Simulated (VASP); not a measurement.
Write the native input for VASP 6.6.1 that does the following.

```
Task                   : single point
Functional             : LDA
Potentials or basis    : VASP PAW LDA potentials, release 64 (Zn, Cu)
Cutoff                 : 520 eV
k mesh                 : 9 × 9 × 9
Occupations            : fermi-dirac, width 0.05 eV
Spin                   : no spin polarisation
Dipole correction      : no
Further INCAR settings : ALGO = Fast; EDIFF = 1e-06; NBANDS = 18
```

The structure of ZnCu lies in POSCAR:

```
ZnCu
1.0
    2.9645038797      0.0000000000      0.0000000000
    0.0000000000      2.9645038797      0.0000000000
    0.0000000000      0.0000000000      2.9645038797
Zn Cu
1 1
Direct
    0.5000000000      0.5000000000      0.5000000000
    0.0000000000      0.0000000000      0.0000000000
```

This cell differs from its parent crystal: volume scaled by 1.02.

The input as run:

INCAR

```
  PREC = Accurate
  ENCUT = 520
  EDIFF = 1E-6
  ISMEAR = -1
  SIGMA = 0.05
  LREAL = F
  LASPH = T
  NELM = 100
  ALGO = Fast
  ISIF = 2
  LWAVE = F
  LCHARG = F
  GGA = CA
  NBANDS = 18
```

KPOINTS

```
regular mesh
0
Gamma
  9 9 9
```

Potentials or basis: VASP PAW LDA potentials, release 64 (Zn, Cu).

Command:

```sh
$ cat potpaw_LDA.64/Zn/POTCAR potpaw_LDA.64/Cu/POTCAR > POTCAR
$ mpirun -np 1 vasp_std > vasp.out
```

Results of the run:

| Item | Value |
| --- | --- |
| Pressure | -10.6 GPa |

Run time: 15 s on 1 thread of Intel Xeon 6975P-C, with other jobs on the host, peak memory 0.13 GiB.
